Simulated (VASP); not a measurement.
A run of VASP 6.6.1 is set up as follows.

Contents of INCAR:

```
SYSTEM = OsPb2Cl4O2
PREC = Accurate
ENCUT = 520
EDIFF = 1E-6
ISMEAR = -1
SIGMA = 0.0699
LREAL = .FALSE.
LASPH = .TRUE.
NELM = 100
ALGO = Normal
ISIF = 2
LWAVE = .FALSE.
LCHARG = .TRUE.
GGA = PE
LELF = .TRUE.
LVHAR = .TRUE.
NBANDS = 48
```

Contents of KPOINTS:

```
regular mesh
0
G
  4 4 4
  0 0 0
```

POSCAR

```
OsPb2Cl4O2
1.0
   -3.4545770000      3.4545770000      4.3243980000
    3.4545770000     -3.4545770000      4.3243980000
    3.4545770000      3.4545770000     -4.3243980000
Os O Pb Cl
1 2 2 4
Direct
    0.0000000000      0.0000000000      0.0000000000
    0.2120000000      0.2120000000      0.0000000000
    0.7880000000      0.7880000000      0.0000000000
    0.7500000000      0.2500000000      0.5000000000
    0.2500000000      0.7500000000      0.5000000000
    0.2300000000      0.2300000000      0.4600000000
    0.2300000000      0.7700000000      0.0000000000
    0.7700000000      0.7700000000      0.5400000000
    0.7700000000      0.2300000000      0.0000000000
```

Potentials or basis: VASP PAW PBE potentials, release 64 (Os, O, Pb_d, Cl).

Command:

```bash
$ cat potpaw_PBE.64/Os/POTCAR potpaw_PBE.64/O/POTCAR potpaw_PBE.64/Pb_d/POTCAR potpaw_PBE.64/Cl/POTCAR > POTCAR
$ mpirun -np 1 vasp_std > vasp.out
```

Problem. What does it give for the band gap on the k mesh?

Solution. Zero (band 38 reaches 5.12 eV, above the bottom of band 39 at 4.55 eV).

Problem. Predict the pressure.

Solution. 4.3 GPa.

Problem. What does it give for the largest force?

Solution. 2.258 eV/Å.

Forces in eV/Å, atoms in the order of the input:
```
Os   0.000  0.000  0.000
O    0.000  0.000  1.128
O    0.000  0.000 -1.128
Pb   0.000  0.000  0.000
Pb   0.000  0.000  0.000
Cl   1.597  1.597  0.000
Cl  -1.597  1.597  0.000
Cl  -1.597 -1.597  0.000
Cl   1.597 -1.597  0.000
```

Caveat: spin-orbit coupling is left out, which moves the levels of the heavy elements; forces of over 1 eV/Å act on the atoms, so gaps and moduli don't describe the material at rest.
